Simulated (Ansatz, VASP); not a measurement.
One calculation of Os, two programs

```
Os
1.0
     1.36235    0.78655    4.72861
    -1.36235    0.78655    4.72861
     0.00000   -1.57311    4.72861
Os
2
Direct
  0.09200 0.09200 0.09200
  0.90800 0.90800 0.90800
```

Alike in both runs: functional PBE; k mesh 24 × 24 × 24; occupations gaussian, width 0.1 eV; no spin polarisation.

Ansatz relaxed the structure, and its values are those at the end. VASP's run is a single point on that final structure, the one shown.

```csv
,VASP,Ansatz
version,VASP 6.6.1,Ansatz 0.2.0
potentials or method,"VASP PAW PBE potentials, release 64 (Os), cutoff 520 eV","scalar-relativistic, plane waves, PAW"
valence electrons in the cell,16,32
```

```tsv
	VASP	Ansatz	Ansatz less VASP
gap on the k mesh at the Fermi level (eV)	none	none	-
pressure (GPa)	-0.1	0.0	+0.15
rms of the force components (eV/Å)	0.017	0.006	-0.0109
```

A gap of «none» marks a metal or a gap that the smearing closes. VASP's potentials hold 16 valence electrons a cell and Ansatz's 32, so a difference there can come from the potentials and not from the codes.

Neither program's run includes spin-orbit coupling.
